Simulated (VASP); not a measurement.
Runs of VASP 6.6.1 on TiO2. The structure is that of space group P4_2/mnm (No. 136), or close to it. The cells are those of the table. 

```csv
level,cell,smearing,gap on the mesh (eV),pressure (GPa),largest force (eV/Å)
r2SCAN,"a = 4.597, b = 4.597, c = 2.894 Å, 6 atoms",gaussian 0.01 eV,(a),(b),0.04
r2SCAN,"a = 4.597, b = 4.597, c = 3.013 Å, 6 atoms",gaussian 0.01 eV,2.17,-4.2,0.03
r2SCAN,"a = 4.597, b = 4.597, c = 2.924 Å, 6 atoms",gaussian 0.01 eV,2.25,4.2,0.04
r2SCAN,"a = 4.597, b = 4.597, c = 2.983 Å, 6 atoms",gaussian 0.01 eV,2.20,-1.5,0.03
PBE,"a = 4.597, b = 4.597, c = 2.983 Å, 6 atoms",fermi-dirac 0.02 eV,1.83,3.1,0.07
```

Alike in all rows: task single point; potentials or basis VASP PAW PBE potentials, release 64 (Ti_sv, O); no spin polarisation; k mesh 6 × 6 × 8; cutoff (eV) 520.

Fill in the values left out.

(a) 2.28; (b) 7.3.

Caveats: the PAW data sets were made with another functional, which shifts forces and pressure a little (some runs).

A k mesh can miss the band edges.
